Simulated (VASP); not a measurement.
# Rb (Im-3m) in VASP: further runs

The runs below take Rb through single point, with r2SCAN.

All numbers are computed with VASP 6.6.1; they aren't measurements. Logs are shortened: lines on timing, memory, paths and dates and some standing lists are left out, and cuts for length are marked.

### 1 The cell of the first run

It takes space group Im-3m (No. 229, cubic). Conventional cell: a = 5.735 Å, b = 5.735 Å, c = 5.735 Å, α = 90.00°, β = 90.00°, γ = 90.00°.

### 2 Single point, r2SCAN

The input, POSCAR:

```
Rb
1.0
   -2.8677202310      2.8677202310      2.8677202310
    2.8677202310     -2.8677202310      2.8677202310
    2.8677202310      2.8677202310     -2.8677202310
Rb
1
Direct
    0.0000000000      0.0000000000      0.0000000000
```

The input, INCAR.step1:

```
SYSTEM = Rb
ALGO     = Normal         ! electronic algorithm
EDIFF    = 1E-4           ! SCF threshold, eV
ENCUT    = 520            ! plane-wave cutoff, eV
GGA      = PE             ! functional
ISMEAR   = 1              ! smearing method
LASPH    = .True.         ! aspherical terms in the spheres
LCHARG   = .False.        ! write CHGCAR
LREAL    = .False.        ! projectors in reciprocal space
LWAVE    = .True.         ! write WAVECAR
NBANDS   = 10             ! bands
NELM     = 60             ! most SCF steps
PREC     = Accurate       ! precision mode
SIGMA    = 0.03           ! smearing width, eV
```

The input, INCAR.step2:

```
SYSTEM = Rb
ALGO     = Normal         ! electronic algorithm
EDIFF    = 1E-7           ! SCF threshold, eV
ENCUT    = 520            ! plane-wave cutoff, eV
ISIF     = 2              ! what is computed and relaxed
ISMEAR   = 1              ! smearing method
ISTART   = 1            
LASPH    = .True.         ! aspherical terms in the spheres
LCHARG   = .True.         ! write CHGCAR
LELF     = .True.         ! ELF
LMIXTAU  = .True.       
LREAL    = .False.        ! projectors in reciprocal space
LVHAR    = .True.       
LWAVE    = .False.        ! write WAVECAR
METAGGA  = R2SCAN         ! meta-GGA
NBANDS   = 10             ! bands
NELM     = 60             ! most SCF steps
PREC     = Accurate       ! precision mode
SIGMA    = 0.03           ! smearing width, eV
```

The input, KPOINTS:

```
k-points
0
Gamma
  8 8 8
  0 0 0
```

Potentials or basis: VASP PAW PBE potentials, release 64 (Rb_sv).

Run with:

```
$ cat potpaw_PBE.64/Rb_sv/POTCAR > POTCAR
$ cp INCAR.step1 INCAR
$ mpirun -np 1 vasp_std > vasp.out
$ cp INCAR.step2 INCAR
$ mpirun -np 1 vasp_std > vasp.out
```

OUTCAR:

```text
SYSTEM = Rb
   EDIFF = 1E-7
   ENCUT = 520
   ISIF = 2
   ISMEAR = 1
   ISTART = 1
   LASPH = .True.
   LREAL = .False.
   METAGGA = R2SCAN
   NELM = 60
   PREC = Accurate

 ion  position               nearest neighbor table
   1  0.000  0.000  0.000-

  LATTYP: Found a body centered cubic cell.
 ALAT       =     5.7354404620

  Lattice vectors:

 A1 = (  -2.8677202310,   2.8677202310,   2.8677202310)
 A2 = (   2.8677202310,  -2.8677202310,   2.8677202310)
 A3 = (   2.8677202310,   2.8677202310,  -2.8677202310)

Analysis of symmetry for initial positions (statically):
=====================================================================
 Subroutine PRICEL returns:
 Original cell was already a primitive cell.

 Routine SETGRP: Setting up the symmetry group for a
 body centered cubic supercell.

 Subroutine GETGRP returns: Found 48 space group operations
 (whereof 48 operations were pure point group operations)
 out of a pool of 48 trial point group operations.

The static configuration has the point symmetry O_h .

Analysis of symmetry for dynamics (positions and initial velocities):
=====================================================================
 Subroutine PRICEL returns:
 Original cell was already a primitive cell.

 Routine SETGRP: Setting up the symmetry group for a
 body centered cubic supercell.

 Subroutine GETGRP returns: Found 48 space group operations
 (whereof 48 operations were pure point group operations)
 out of a pool of 48 trial point group operations.

The dynamic configuration has the point symmetry O_h .

 Subroutine INISYM returns: Found 48 space group operations
 (whereof 48 operations are pure point group operations),
 and found     1 'primitive' translations

----------------------------------------------------------------------------------------

                                     Primitive cell

  volume of cell :      94.3345

  direct lattice vectors                    reciprocal lattice vectors
    -2.867720231  2.867720231  2.867720231     0.000000000  0.174354525  0.174354525
     2.867720231 -2.867720231  2.867720231     0.174354525  0.000000000  0.174354525
     2.867720231  2.867720231 -2.867720231     0.174354525  0.174354525  0.000000000

  length of vectors
     4.967037142  4.967037142  4.967037142     0.246574535  0.246574535  0.246574535

  position of ions in fractional coordinates (direct lattice)
     0.000000000  0.000000000  0.000000000

  ion indices of the primitive-cell ions
   primitive index   ion index
                 1           1

----------------------------------------------------------------------------------------

 KPOINTS: k-points

Automatic generation of k-mesh.
 Grid dimensions read from file:
 generate k-points for:    8    8    8

 Generating k-lattice:

  Cartesian coordinates                     Fractional coordinates (reciprocal lattice)
     0.000000000  0.021794316  0.021794316     0.125000000  0.000000000  0.000000000
     0.021794316  0.000000000  0.021794316     0.000000000  0.125000000  0.000000000
     0.021794316  0.021794316  0.000000000     0.000000000  0.000000000  0.125000000

  Length of vectors
     0.030821817  0.030821817  0.030821817

  Shift w.r.t. Gamma in fractional coordinates (k-lattice)
     0.000000000  0.000000000  0.000000000

 Subroutine IBZKPT returns following result:
 ===========================================

 Found     29 irreducible k-points:

 Following reciprocal coordinates:
            Coordinates               Weight
  0.000000  0.000000  0.000000      1.000000
  0.125000  0.000000  0.000000     12.000000
  0.250000  0.000000  0.000000     12.000000
  0.375000  0.000000  0.000000     12.000000
  0.500000  0.000000  0.000000      6.000000
  0.125000  0.125000  0.000000     24.000000
[... 16 lines left out ...]
 -0.250000  0.250000  0.250000      6.000000
 -0.375000  0.375000  0.250000     24.000000
 [... further k-points ...]
   k-points           NKPTS =     29   k-points in BZ     NKDIM =     29   number of bands    NBANDS=     10
   number of dos      NEDOS =    301   number of ions     NIONS =      1
   total plane-waves  NPLWV =  64000
   dimension x,y,z NGX =    40 NGY =   40 NGZ =   40
   dimension x,y,z NGXF=    80 NGYF=   80 NGZF=   80
   ions per type =               1
   NGX,Y,Z   is equivalent  to a cutoff of  13.39, 13.39, 13.39 a.u.
   NGXF,Y,Z  is equivalent  to a cutoff of  26.78, 26.78, 26.78 a.u.
 SYSTEM =  Rb
   PREC   = accura    normal or accurate (medium, high low for compatibility)
   ISTART =      1    job   : 0-new  1-cont  2-samecut
   ICHARG =      0    charge: 1-file 2-atom 10-const
   ISPIN  =      1    spin polarized calculation?
   LNONCOLLINEAR =      F non collinear calculations
   LSORBIT =      F    spin-orbit coupling
   LASPH  =      T    aspherical Exc in radial PAW
   ENCUT  =  520.0 eV  38.22 Ry    6.18 a.u.   9.24  9.24  9.24*2*pi/ulx,y,z
   NELM   =     60;   NELMIN=  2; NELMDL=  0     # of ELM steps
   EDIFF  = 0.1E-06   stopping-criterion for ELM
   LREAL  =      F    real-space projection
   EDIFFG = 0.1E-05   stopping-criterion for IOM
   NSW    =      0    number of steps for IOM
   IBRION =     -1    ionic relax: 0-MD 1-quasi-New 2-CG
   NFREE  =      0    steps in history (QN), initial steepest desc. (CG)
   ISIF   =      2    stress and relaxation
   ISYM   =      2    0-nonsym 1-usesym 2-fastsym
   POTIM  = 0.5000    time-step for ionic-motion
   TEBEG  =    0.0;   TEEND  =   0.0 temperature during run
   PSTRESS=    0.0 pullay stress
   NELECT =       9.0000    total number of electrons
   NUPDOWN=      -1.0000    fix difference up-down
   EMIN   =  10.00;   EMAX   =-10.00  energy-range for DOS
   EFERMI =   0.00;   METHOD = LEGACY
   ISMEAR =     1;   SIGMA  =   0.03  broadening in eV -4-tet -1-fermi 0-gaus
   EFERMI_NEDOS =   21; number of points for ismear=-14 and -15
   IALGO  =     38    algorithm
   IMIX   =      4    mixing-type and parameters
     AMIX     =   0.40;   BMIX     =  1.00
     AMIX_MAG =   1.60;   BMIX_MAG =  1.00
  volume/ion in A,a.u.               =      94.33       636.60
  Fermi-wavevector in a.u.,A,eV,Ry     =   0.748053  1.413615  7.613588  0.559583
  Thomas-Fermi vector in A             =   1.844251
   LORBIT       =      0    0 simple, 1 ext, 2 COOP (PROOUT), +10 PAW based schemes
   METAGGA = R2SCAN    functional components
   LHFCALC =     F    Hartree Fock is set to
   AEXX    =    0.0000 exact exchange contribution
   IVDW    =     0    specifies the selected vdW correction
   LEPSILON=     F    determine dielectric tensor
   LRPA    =     F    only Hartree local field effects (RPA)
 non-spin polarized calculation
 Methfessel and Paxton  Order N= 1 SIGMA  =   0.03
  energy-cutoff  :      520.00
  volume of cell :       94.33
 maximum number of plane-waves:      2556
 NGX is ok and might be reduce to    40
   NGX = 19   NGY = 19   NGZ = 19

 number of electron       9.0000000 magnetization

 Free energy of the ion-electron system (eV)
  ---------------------------------------------------
  ext. energy  EPLUGINS =         0.00000000
  ---------------------------------------------------
  free energy    TOTEN  =       -13.91168550 eV

  energy without entropy =      -13.91136856  energy(sigma->0) =      -13.91157985

 E-fermi :   0.0776     XC(G=0):  -5.6342

 val. band max:       -0.0318608574   @ k =   0.2500   0.2500   0.0000
 cond. band min:       0.0942464910   @ k =  -0.3750   0.3750   0.2500
 fundamental gap:      0.1261073484
 Fermi energy:         0.0776003326

 k-point     1 :       0.0000    0.0000    0.0000
  band No.  band energies     occupation
      1     -30.1073      2.00000
      2     -13.5997      2.00000
      3     -13.5996      2.00000
      4     -13.5996      2.00000
      5      -2.0550      2.00000
      6       4.0684      0.00000
      7       4.0684      0.00000
      8       4.0684      0.00000
      9       5.0260      0.00000
     10       5.0260      0.00000

 k-point     2 :       0.1250    0.0000    0.0000
  band No.  band energies     occupation
      1     -30.1067      2.00000
      2     -13.6126      2.00000
      3     -13.6038      2.00000
      4     -13.5997      2.00000
      5      -1.8663      2.00000
      6       3.6806      0.00000
      7       3.7946      0.00000
      8       4.2387      0.00000
      9       4.7465      0.00000
     10       4.9380      0.00000

 k-point     3 :       0.2500    0.0000    0.0000
  band No.  band energies     occupation
      1     -30.1054      2.00000
      2     -13.6436      2.00000
      3     -13.6139      2.00000
      4     -13.5997      2.00000
      5      -1.3242      2.00000
      6       2.6547      0.00000
      7       3.3223      0.00000
      8       4.7382      0.00000
      9       4.8453      0.00000
     10       4.8823      0.00000

 k-point     4 :       0.3750    0.0000    0.0000
  band No.  band energies     occupation
      1     -30.1040      2.00000
      2     -13.6740      2.00000
      3     -13.6239      2.00000
      4     -13.5998      2.00000
      5      -0.5017      2.00000
      6       1.5874      0.00000
      7       2.9763      0.00000
      8       4.8515      0.00000
      9       5.0588      0.00000
     10       5.5290      0.00000
[... 222 lines left out ...]
 k-point    22 :       0.2500    0.2500    0.2500
  band No.  band energies     occupation
      1     -30.1033      2.00000
      2     -13.6420      2.00000
      3     -13.6420      2.00000
      4     -13.6420      2.00000
      5       1.3223      0.00000
      6       1.3223      0.00000
      7       1.3223      0.00000
      8       3.0646      0.00000
      9       5.8077      0.00000
     10       5.8077      0.00000

 k-point    23 :      -0.2500    0.2500    0.2500
  band No.  band energies     occupation
      1     -30.1037      2.00000
      2     -13.6450      2.00000
      3     -13.6292      2.00000
      4     -13.6292      2.00000
      5      -0.6521      2.00000
      6       2.4931      0.00000
      7       3.2973      0.00000
      8       3.2973      0.00000
      9       4.8655      0.00000
     10       4.9726      0.00000

 k-point    24 :      -0.3750    0.3750    0.2500
  band No.  band energies     occupation
      1     -30.1025      2.00000
      2     -13.6640      2.00000
      3     -13.6400      2.00000
      4     -13.6315      2.00000
      5       0.0942      0.20253
      6       1.7891      0.00000
      7       3.1760      0.00000
      8       3.1871      0.00000
      9       4.3771      0.00000
     10       5.5768      0.00000

 [... further k-points ...]

------------------------ aborting loop because EDIFF is reached ----------------------------------------

  FORCE on cell =-STRESS in cart. coord.  units (eV):
  Direction    XX          YY          ZZ          XY          YZ          ZX
  --------------------------------------------------------------------------------------
  -------------------------------------------------------------------------------------
  Total        0.0158662      0.0158662      0.0158662      0.0000000     -0.0000000      0.0000000
  in kB        0.2694716      0.2694716      0.2694716      0.0000000     -0.0000000      0.0000000
  external PRESSURE =       0.2694716 kB  Pullay stress =       0.0000000 kB

 VOLUME and BASIS-vectors are now :
 -----------------------------------------------------------------------------
  energy-cutoff  :      520.00
  volume of cell :       94.33
      direct lattice vectors                 reciprocal lattice vectors
    -2.867720231  2.867720231  2.867720231     0.000000000  0.174354525  0.174354525
     2.867720231 -2.867720231  2.867720231     0.174354525  0.000000000  0.174354525
     2.867720231  2.867720231 -2.867720231     0.174354525  0.174354525  0.000000000

 POSITION                                       TOTAL-FORCE (eV/Angst)
 -----------------------------------------------------------------------------------
      0.00000      0.00000      0.00000         0.000000      0.000000      0.000000
 -----------------------------------------------------------------------------------
    total drift:                                0.000000      0.000000     -0.000000

  FREE ENERGIE OF THE ION-ELECTRON SYSTEM (eV)
  ---------------------------------------------------
  free  energy   TOTEN  =       -13.9116854998 eV

  energy  without entropy=      -13.9113685633  energy(sigma->0) =      -13.91157985
```

Wall time 3.9 min (1 thread of Intel Xeon 8259CL, shared host); peak memory 0.25 GiB.

What came out:

| Property | Result |
| --- | --- |
| Free energy | -13.9117 eV |
| Pressure | 0.0 GPa |
| Band gap on the k mesh | zero (an odd number of electrons rules out a gap without spin polarisation) |

Caveat: the PAW data sets were made with another functional, which shifts forces and pressure a little.

[end of part 1 of 2]
